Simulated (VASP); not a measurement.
Here is a VASP 6.6.1 calculation.

Contents of INCAR:

```
SYSTEM = PbS
PREC = Accurate
ENCUT = 520
EDIFF = 1E-7
ISMEAR = -1
SIGMA = 0.05
LREAL = .FALSE.
LASPH = .TRUE.
NELM = 60
ALGO = Normal
ISIF = 2
LWAVE = .FALSE.
LCHARG = .FALSE.
GGA = PS
IVDW = 12
NBANDS = 17
```

File KPOINTS:

```
regular mesh
0
G
  8 8 8
  0 0 0
```

The input POSCAR:

```
PbS
1.0
    0.0000000000      2.9190169653      2.9190169653
    2.9190169653      0.0000000000      2.9190169653
    2.9190169653      2.9190169653      0.0000000000
Pb S
1 1
Direct
    0.0000000000      0.0000000000      0.0000000000
    0.5000000000      0.5000000000      0.5000000000
```

Potentials or basis: VASP PAW PBE potentials, release 64 (Pb_d, S).

Command:

```sh
$ cat potpaw_PBE.64/Pb_d/POTCAR potpaw_PBE.64/S/POTCAR > POTCAR
$ mpirun -np 1 vasp_std > vasp.out
```

(1) Predict the pressure.

(2) Predict the band gap on the k mesh.

Answers

(1) -0.3 GPa.

(2) 0.07 eV, direct.

Caveat: three body term missing; the PAW data sets were made with another functional, which shifts forces and pressure a little; spin-orbit coupling is left out, which moves the levels of the heavy elements.
